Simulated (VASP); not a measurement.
LaMg:

```
La Mg
1.0
     3.96500    0.00000    0.00000
     0.00000    3.96500    0.00000
     0.00000    0.00000    3.96500
La Mg
1 1
Direct
  0.50000 0.50000 0.50000
  0.00000 0.00000 0.00000
```

Base run:

| Item | Value |
| --- | --- |
| Program | VASP 6.6.1 |
| Functional | PBEsol |
| Potentials or basis | VASP PAW PBE potentials, release 64 (La, Mg) |
| Cutoff | 520 eV |
| k mesh | 6 × 6 × 6 |
| Occupations | fermi-dirac, width 0.1 eV |
| Spin | no spin polarisation |

Its results: pressure -1.2 GPa.

**Question.** The run is repeated on the same cell with these changes: k mesh from 6 × 6 × 6 to 2 × 2 × 2. What comes out?

**Answer.** Pressure -3.0 GPa.

Caveats: some runs use coarse meshes; the PAW data sets were made with another functional, which shifts forces and pressure a little.
